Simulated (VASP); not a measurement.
# MgH2 in VASP: notebook

The runs below take MgH2 through single point, relaxation of cell and atoms, with PBEsol.

Everything below comes from runs of VASP 6.6.1. Logs are shortened: lines on timing, memory, paths and dates and some standing lists are left out, and cuts for length are marked.

### Step 1. The cell of the first run

The structure is tetragonal, space group I4_1/amd (No. 141). The conventional cell has a = 3.797 Å, b = 3.797 Å, c = 9.341 Å, α = 90.00°, β = 90.00°, γ = 90.00°. Within 2.6 Å of Mg (site symmetry -4m2) lie 6 H at 1.93 to 1.98 Å. Within 2.6 Å of H (site symmetry 2mm) lie 3 Mg at 1.93 to 1.98 Å and 2 H at 2.50 Å.

### Step 2. Single point, PBEsol

INCAR

```
SYSTEM = MgH2
PREC = Accurate
ENCUT = 520
EDIFF = 1E-6
ISMEAR = -1
SIGMA = 0.03
LREAL = .FALSE.
LASPH = .TRUE.
NELM = 60
ALGO = Normal
ISIF = 2
LWAVE = .FALSE.
LCHARG = .FALSE.
GGA = PS
NBANDS = 13
```

KPOINTS

```
regular mesh
0
G
  8 8 8
  0 0 0
```

POSCAR

```
MgH2
1.0
   -1.8983006181      1.8983006181      4.6705774304
    1.8983006181     -1.8983006181      4.6705774304
    1.8983006181      1.8983006181     -4.6705774304
Mg H
2 4
Direct
    0.7500000000      0.2500000000      0.5000000000
    0.0000000000      0.0000000000      0.0000000000
    0.5382147317      0.0382147317      0.5000000000
    0.7882147317      0.7882147317      0.0000000000
    0.2117852683      0.2117852683      0.0000000000
    0.9617852683      0.4617852683      0.5000000000
```

Potentials or basis: VASP PAW PBE potentials, release 64 (Mg, H).

Started as:

```bash
> cat potpaw_PBE.64/Mg/POTCAR potpaw_PBE.64/H/POTCAR > POTCAR
> mpirun -np 1 vasp_std > vasp.out
```

OUTCAR:

```text
SYSTEM = MgH2
   PREC = Accurate
   ENCUT = 520
   EDIFF = 1E-6
   ISMEAR = -1
   LREAL = .FALSE.
   LASPH = .TRUE.
   NELM = 60
   ISIF = 2
   GGA = PS

 ion  position               nearest neighbor table
   1  0.750  0.250  0.500-   4 1.93   5 1.93   4 1.93   5 1.93   3 1.98   6 1.98   2 3.01   2 3.01
                             2 3.01   2 3.01
   2  0.000  0.000  0.000-   3 1.93   6 1.93   3 1.93   6 1.93   5 1.98   4 1.98   1 3.01   1 3.01
                             1 3.01   1 3.01
   3  0.538  0.038  0.500-   2 1.93   2 1.93   1 1.98
   4  0.788  0.788  0.000-   1 1.93   1 1.93   2 1.98
   5  0.212  0.212  0.000-   1 1.93   1 1.93   2 1.98
   6  0.962  0.462  0.500-   2 1.93   2 1.93   1 1.98

  LATTYP: Found a body centered tetragonal cell.
 ALAT       =     3.7966012362
 C/A-ratio  =     2.4603992570

  Lattice vectors:

 A1 = (  -1.8983006181,   1.8983006181,   4.6705774304)
 A2 = (   1.8983006181,  -1.8983006181,   4.6705774304)
 A3 = (   1.8983006181,   1.8983006181,  -4.6705774304)

Analysis of symmetry for initial positions (statically):
=====================================================================
 Subroutine PRICEL returns:
 Original cell was already a primitive cell.

 Routine SETGRP: Setting up the symmetry group for a
 body centered tetragonal supercell.

 Subroutine GETGRP returns: Found 16 space group operations
 (whereof  8 operations were pure point group operations)
 out of a pool of 16 trial point group operations.

The static configuration has the point symmetry D_2d.
 The point group associated with its full space group is D_4h.

Analysis of symmetry for dynamics (positions and initial velocities):
=====================================================================
 Subroutine PRICEL returns:
 Original cell was already a primitive cell.

 Routine SETGRP: Setting up the symmetry group for a
 body centered tetragonal supercell.

 Subroutine GETGRP returns: Found 16 space group operations
 (whereof  8 operations were pure point group operations)
 out of a pool of 16 trial point group operations.

The dynamic configuration has the point symmetry D_2d.
 The point group associated with its full space group is D_4h.

 Subroutine INISYM returns: Found 16 space group operations
 (whereof  8 operations are pure point group operations),
 and found     1 'primitive' translations

----------------------------------------------------------------------------------------

                                     Primitive cell

  volume of cell :      67.3225

  direct lattice vectors                    reciprocal lattice vectors
    -1.898300618  1.898300618  4.670577430     0.000000000  0.263393477  0.107053144
     1.898300618 -1.898300618  4.670577430     0.263393477  0.000000000  0.107053144
     1.898300618  1.898300618 -4.670577430     0.263393477  0.263393477  0.000000000

  length of vectors
     5.387149896  5.387149896  5.387149896     0.284317603  0.284317603  0.372494627

  position of ions in fractional coordinates (direct lattice)
     0.750000000  0.250000000  0.500000000
     0.000000000  0.000000000  0.000000000
     0.538214732  0.038214732  0.500000000
     0.788214732  0.788214732  0.000000000
     0.211785268  0.211785268  0.000000000
     0.961785268  0.461785268  0.500000000

  ion indices of the primitive-cell ions
   primitive index   ion index
                 1           1
                 2           2
                 3           3
                 4           4
                 5           5
                 6           6

----------------------------------------------------------------------------------------

 KPOINTS: regular mesh

Automatic generation of k-mesh.
 Grid dimensions read from file:
 generate k-points for:    8    8    8

 Generating k-lattice:

  Cartesian coordinates                     Fractional coordinates (reciprocal lattice)
     0.000000000  0.032924185  0.013381643     0.125000000  0.000000000 -0.000000000
     0.032924185  0.000000000  0.013381643     0.000000000  0.125000000 -0.000000000
     0.032924185  0.032924185  0.000000000     0.000000000  0.000000000  0.125000000

  Length of vectors
     0.035539700  0.035539700  0.046561828

  Shift w.r.t. Gamma in fractional coordinates (k-lattice)
     0.000000000  0.000000000  0.000000000

 Subroutine IBZKPT returns following result:
 ===========================================

 Found     59 irreducible k-points:

 Following reciprocal coordinates:
            Coordinates               Weight
  0.000000  0.000000  0.000000      1.000000
  0.125000  0.000000 -0.000000      8.000000
  0.250000  0.000000 -0.000000      8.000000
  0.375000  0.000000  0.000000      8.000000
  0.500000  0.000000 -0.000000      4.000000
  0.125000  0.125000 -0.000000      8.000000
[... 16 lines left out ...]
  0.250000  0.125000  0.125000     16.000000
  0.375000  0.125000  0.125000      8.000000
 [... further k-points ...]
   k-points           NKPTS =     59   k-points in BZ     NKDIM =     59   number of bands    NBANDS=     13
   number of dos      NEDOS =    301   number of ions     NIONS =      6
   total plane-waves  NPLWV =  64000
   dimension x,y,z NGX =    40 NGY =   40 NGZ =   40
   dimension x,y,z NGXF=    80 NGYF=   80 NGZF=   80
   ions per type =               2   4
   NGX,Y,Z   is equivalent  to a cutoff of  12.34, 12.34, 12.34 a.u.
   NGXF,Y,Z  is equivalent  to a cutoff of  24.69, 24.69, 24.69 a.u.
 SYSTEM =  MgH2
   PREC   = accura    normal or accurate (medium, high low for compatibility)
   ISTART =      0    job   : 0-new  1-cont  2-samecut
   ICHARG =      2    charge: 1-file 2-atom 10-const
   ISPIN  =      1    spin polarized calculation?
   LNONCOLLINEAR =      F non collinear calculations
   LSORBIT =      F    spin-orbit coupling
   LASPH  =      T    aspherical Exc in radial PAW
   ENCUT  =  520.0 eV  38.22 Ry    6.18 a.u.  10.02 10.02 10.02*2*pi/ulx,y,z
   NELM   =     60;   NELMIN=  2; NELMDL= -5     # of ELM steps
   EDIFF  = 0.1E-05   stopping-criterion for ELM
   LREAL  =      F    real-space projection
   EDIFFG = 0.1E-04   stopping-criterion for IOM
   NSW    =      0    number of steps for IOM
   IBRION =     -1    ionic relax: 0-MD 1-quasi-New 2-CG
   NFREE  =      0    steps in history (QN), initial steepest desc. (CG)
   ISIF   =      2    stress and relaxation
   ISYM   =      2    0-nonsym 1-usesym 2-fastsym
   POTIM  = 0.5000    time-step for ionic-motion
   TEBEG  =    0.0;   TEEND  =   0.0 temperature during run
   PSTRESS=    0.0 pullay stress
   NELECT =       8.0000    total number of electrons
   NUPDOWN=      -1.0000    fix difference up-down
   EMIN   =  10.00;   EMAX   =-10.00  energy-range for DOS
   EFERMI =   0.00;   METHOD = LEGACY
   ISMEAR =    -1;   SIGMA  =   0.03  broadening in eV -4-tet -1-fermi 0-gaus
   EFERMI_NEDOS =   21; number of points for ismear=-14 and -15
   IALGO  =     38    algorithm
   IMIX   =      4    mixing-type and parameters
     AMIX     =   0.40;   BMIX     =  1.00
     AMIX_MAG =   1.60;   BMIX_MAG =  1.00
  volume/ion in A,a.u.               =      11.22        75.72
  Fermi-wavevector in a.u.,A,eV,Ry     =   0.804856  1.520957  8.813753  0.647793
  Thomas-Fermi vector in A             =   1.912991
   LORBIT       =      0    0 simple, 1 ext, 2 COOP (PROOUT), +10 PAW based schemes
   GGA     = PS    functional components
   LHFCALC =     F    Hartree Fock is set to
   AEXX    =    0.0000 exact exchange contribution
   IVDW    =     0    specifies the selected vdW correction
   LEPSILON=     F    determine dielectric tensor
   LRPA    =     F    only Hartree local field effects (RPA)
 non-spin polarized calculation
  energy-cutoff  :      520.00
  volume of cell :       67.32
 maximum number of plane-waves:      1828
   NGX = 19   NGY = 19   NGZ = 19

 number of electron       7.9999999 magnetization

 Free energy of the ion-electron system (eV)
  ---------------------------------------------------
  ext. energy  EPLUGINS =         0.00000000
  ---------------------------------------------------
  free energy    TOTEN  =       -17.48637947 eV

  energy without entropy =      -17.48637947  energy(sigma->0) =      -17.48637947

 E-fermi :   0.1767     XC(G=0):  -8.1284

 val. band max:       -0.4036391061   @ k =   0.0000   0.0000   0.0000
 cond. band min:       2.9120368995   @ k =   0.5000   0.5000  -0.0000
 fundamental gap:      3.3156760057
 Fermi energy:         0.1766671283

 k-point     1 :       0.0000    0.0000    0.0000
  band No.  band energies     occupation
      1      -7.2601      2.00000
      2      -2.3657      2.00000
      3      -2.1916      2.00000
      4      -0.4036      2.00000
      5       4.1170      0.00000
      6       5.9845      0.00000
      7       5.9845      0.00000
      8       6.4868      0.00000
      9       6.4868      0.00000
     10       7.9396      0.00000
     11       8.6984      0.00000
     12      13.9514      0.00000
     13      14.0715      0.00000

 k-point     2 :       0.1250    0.0000   -0.0000
  band No.  band energies     occupation
      1      -7.0963      2.00000
      2      -2.6944      2.00000
      3      -1.8889      2.00000
      4      -0.6923      2.00000
      5       3.8709      0.00000
      6       5.5158      0.00000
      7       5.9283      0.00000
      8       6.3449      0.00000
      9       6.8490      0.00000
     10       9.0265      0.00000
     11       9.7670      0.00000
     12      12.4772      0.00000
     13      12.6301      0.00000

 k-point     3 :       0.2500    0.0000   -0.0000
  band No.  band energies     occupation
      1      -6.6162      2.00000
      2      -3.0269      2.00000
      3      -1.9723      2.00000
      4      -1.2153      2.00000
      5       3.5720      0.00000
      6       5.3056      0.00000
      7       6.0278      0.00000
      8       6.5740      0.00000
      9       7.6202      0.00000
     10      10.4130      0.00000
     11      10.7807      0.00000
     12      10.8431      0.00000
     13      11.8870      0.00000

 k-point     4 :       0.3750    0.0000    0.0000
  band No.  band energies     occupation
      1      -5.8744      2.00000
      2      -3.4977      2.00000
      3      -2.6894      2.00000
      4      -1.3071      2.00000
      5       3.5633      0.00000
      6       5.6813      0.00000
      7       6.3382      0.00000
      8       7.1613      0.00000
      9       8.3371      0.00000
     10       9.3928      0.00000
     11       9.8841      0.00000
     12      10.2552      0.00000
     13      11.9676      0.00000

 k-point     5 :       0.5000    0.0000   -0.0000
  band No.  band energies     occupation
      1      -5.2610      2.00000
      2      -4.1226      2.00000
      3      -2.8880      2.00000
      4      -1.3318      2.00000
      5       3.5960      0.00000
      6       6.2670      0.00000
      7       6.5784      0.00000
      8       7.2875      0.00000
      9       8.2600      0.00000
     10       8.5882      0.00000
     11      10.2715      0.00000
     12      10.4358      0.00000
     13      10.9629      0.00000
[... 257 lines left out ...]
 k-point    22 :       0.1250    0.1250    0.1250
  band No.  band energies     occupation
      1      -6.0728      2.00000
      2      -2.9226      2.00000
      3      -1.8389      2.00000
      4      -1.8228      2.00000
      5       3.5472      0.00000
      6       4.0946      0.00000
      7       4.0975      0.00000
      8       7.3585      0.00000
      9       8.8203      0.00000
     10       9.5965      0.00000
     11       9.9614      0.00000
     12      12.1332      0.00000
     13      12.7752      0.00000

 k-point    23 :       0.2500    0.1250    0.1250
  band No.  band energies     occupation
      1      -5.3410      2.00000
      2      -3.2261      2.00000
      3      -2.5509      2.00000
      4      -1.7584      2.00000
      5       3.1466      0.00000
      6       4.3062      0.00000
      7       4.6100      0.00000
      8       6.9502      0.00000
      9       7.3888      0.00000
     10       9.2168      0.00000
     11      10.8280      0.00000
     12      12.1458      0.00000
     13      12.5784      0.00000

 k-point    24 :       0.3750    0.1250    0.1250
  band No.  band energies     occupation
      1      -4.7218      2.00000
      2      -3.7585      2.00000
      3      -2.7838      2.00000
      4      -1.7322      2.00000
      5       2.9495      0.00000
      6       4.6676      0.00000
      7       5.1351      0.00000
      8       6.1039      0.00000
      9       7.6169      0.00000
     10       8.2606      0.00000
     11      11.4087      0.00000
     12      11.6851      0.00000
     13      12.3938      0.00000

 [... further k-points ...]

------------------------ aborting loop because EDIFF is reached ----------------------------------------

  FORCE on cell =-STRESS in cart. coord.  units (eV):
  Direction    XX          YY          ZZ          XY          YZ          ZX
  --------------------------------------------------------------------------------------
  -------------------------------------------------------------------------------------
  Total       -0.0647540     -0.0647540     -0.0798335      0.0000000     -0.0000000      0.0000000
  in kB       -1.5410502     -1.5410502     -1.8999207      0.0000000     -0.0000000      0.0000000
  external PRESSURE =      -1.6606737 kB  Pullay stress =       0.0000000 kB

 VOLUME and BASIS-vectors are now :
 -----------------------------------------------------------------------------
  energy-cutoff  :      520.00
  volume of cell :       67.32
      direct lattice vectors                 reciprocal lattice vectors
    -1.898300618  1.898300618  4.670577430     0.000000000  0.263393477  0.107053144
     1.898300618 -1.898300618  4.670577430     0.263393477  0.000000000  0.107053144
     1.898300618  1.898300618 -4.670577430     0.263393477  0.263393477  0.000000000

 POSITION                                       TOTAL-FORCE (eV/Angst)
 -----------------------------------------------------------------------------------
      0.00000      1.89830      2.33529         0.000000      0.000000     -0.000000
      0.00000      0.00000      0.00000         0.000000      0.000000      0.000000
      0.00000      1.89830      0.35697        -0.000000     -0.000000      0.002750
      0.00000      0.00000      7.36284        -0.000000     -0.000000      0.002750
      0.00000      0.00000      1.97832        -0.000000     -0.000000     -0.002750
      0.00000      1.89830      4.31361         0.000000      0.000000     -0.002750
 -----------------------------------------------------------------------------------
    total drift:                                0.000000      0.000000     -0.000000

  FREE ENERGIE OF THE ION-ELECTRON SYSTEM (eV)
  ---------------------------------------------------
  free  energy   TOTEN  =       -17.4863794748 eV

  energy  without entropy=      -17.4863794748  energy(sigma->0) =      -17.48637947
```

Run time: 86 s. Hardware: 1 thread of Intel Xeon 8259CL, shared host; peak memory 0.26 GiB.

Results:

| Item | Value |
| --- | --- |
| Free energy | -17.4864 eV |
| Pressure | -0.2 GPa |
| Band gap on the k mesh | 3.32 eV (least direct gap 4.52 eV) |

Forces in eV/Å, atoms in the order of the input:
```
Mg   0.000  0.000  0.000
Mg   0.000  0.000  0.000
H    0.000  0.000  0.003
H    0.000  0.000  0.003
H    0.000  0.000 -0.003
H    0.000  0.000 -0.003
```

Levels at points of the mesh, in eV from the valence-band top:
```csv
k point,band 2,band 3,band 4,band 5,band 6,band 7
"(0.00, 0.00, 0.00)",-1.96,-1.79,0.00,4.52,6.39,6.39
"(0.50, 0.00, 0.00)",-3.72,-2.48,-0.93,4.00,6.67,6.98
"(0.50, 0.50, 0.00)",-2.96,-2.49,-2.49,3.32,3.32,5.84
"(0.50, 0.50, 0.50)",-5.38,-0.29,-0.29,5.12,5.12,8.64
```

Caveat: the PAW data sets were made with another functional, which shifts forces and pressure a little.

(Part 1 of 2 ends here.)
